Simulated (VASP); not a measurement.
Write the native input for VASP 6.6.1 that does the following.

```
Task                   : single point
Functional             : PBE
Potentials or basis    : VASP PAW PBE potentials, release 64 (Br)
Cutoff                 : 520 eV
k mesh                 : 6 × 6 × 3
Occupations            : fermi-dirac, width 0.05 eV
Spin                   : no spin polarisation
Dipole correction      : no
Further INCAR settings : ALGO = Normal; EDIFF = 1e-06; NBANDS = 22
```

The structure of Br lies in POSCAR:

```
Br
1.0
    3.3632500000     -2.3225500000      0.0000000000
    3.3632500000      2.3225500000      0.0000000000
    0.0000000000      0.0000000000      8.7023000000
Br
4
Direct
    0.3651000000      0.6349000000      0.3901000000
    0.1349000000      0.8651000000      0.8901000000
    0.6349000000      0.3651000000      0.6099000000
    0.8651000000      0.1349000000      0.1099000000
```

The input as run:

INCAR

```
PREC = Accurate
ENCUT = 520
EDIFF = 1E-6
ISMEAR = -1
SIGMA = 0.05
LREAL = F
LASPH = T
NELM = 80
ALGO = Normal
ISIF = 2
LWAVE = F
LCHARG = F
GGA = PE
NBANDS = 22
```

KPOINTS

```
Automatic mesh
0
Gamma
  6 6 3
```

Potentials or basis: VASP PAW PBE potentials, release 64 (Br).

Command:

```console
$ cat potpaw_PBE.64/Br/POTCAR > POTCAR
$ mpirun -np 1 vasp_std > vasp.out
```

Results of the run:

| Item | Value |
| --- | --- |
| Pressure | 1.9 GPa |
| Largest force | 0.882 eV/Å |
| Band gap on the k mesh | 1.90 eV, indirect (least direct gap 1.92 eV) |

It took 73 s on 1 thread of Intel Xeon 6975P-C, on a shared host, peak memory 0.25 GiB.
